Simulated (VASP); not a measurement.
MgI2:

```xyz
3
Lattice="0.0000 3.6175 3.7571 3.6175 0.0000 3.7571 3.6175 3.6175 0.0000" Properties=species:S:1:pos:R:3 pbc="T T T"
Mg    0.0000    0.0000    0.0000
I     1.8088    1.8088    1.8786
I     5.4263    5.4263    5.6357
```

This cell differs from its parent crystal: epitaxial xy strain -3.7%.

Base run:

```yaml
Program: VASP 6.6.1
Functional: HSE06
Potentials_or_basis: VASP PAW PBE potentials, release 64 (Mg, I)
Cutoff: 520 eV
k_mesh: 4 × 4 × 4
Occupations: gaussian, width 0.01 eV
Spin: no spin polarisation
```

Its results: band gap on the k mesh 1.38 eV (least direct gap 1.39 eV); pressure 2.1 GPa.

Q: The run is repeated on the same cell with these changes: functional from HSE06 to r2SCAN; k mesh from 4 × 4 × 4 to 6 × 6 × 6. What comes out?

A: Band gap on the k mesh 1.08 eV; pressure 2.7 GPa.

Several settings changed at once.

Caveats: the PAW data sets were made with another functional, which shifts forces and pressure a little; spin-orbit coupling is left out, which moves the levels of the heavy elements.

A k mesh can miss the band edges.
